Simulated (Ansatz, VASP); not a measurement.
**One calculation of RbBr, two programs**

```
Rb Br
1.0
     0.00000    3.42700    3.42700
     3.42700    0.00000    3.42700
     3.42700    3.42700    0.00000
Rb Br
1 1
Direct
  0.00000 0.00000 0.00000
  0.50000 0.50000 0.50000
```

Alike in both runs: task relaxation of the atoms; functional PBE; k mesh 7 × 7 × 7; occupations fermi-dirac, width 0.02 eV; no spin polarisation.

|  | VASP | Ansatz |
| --- | --- | --- |
| version | VASP 6.6.1 | Ansatz 0.2.0 |
| potentials or method | VASP PAW PBE potentials, release 64 (Rb_sv, Br) | plane-wave PAW, scalar-relativistic |
| plane-wave cutoff (eV) | 520 | 420 |
| valence electrons in the cell | 16 | 16 |

```tsv
	VASP	Ansatz	Ansatz less VASP
gap on the k mesh at the Fermi level, each at its own relaxed structure (eV)	4.36	4.36	+0.002
```

Ansatz's warnings: stress scf threshold loose.

Noted on VASP's run: the relaxation stopped at its first step, so nothing moved.
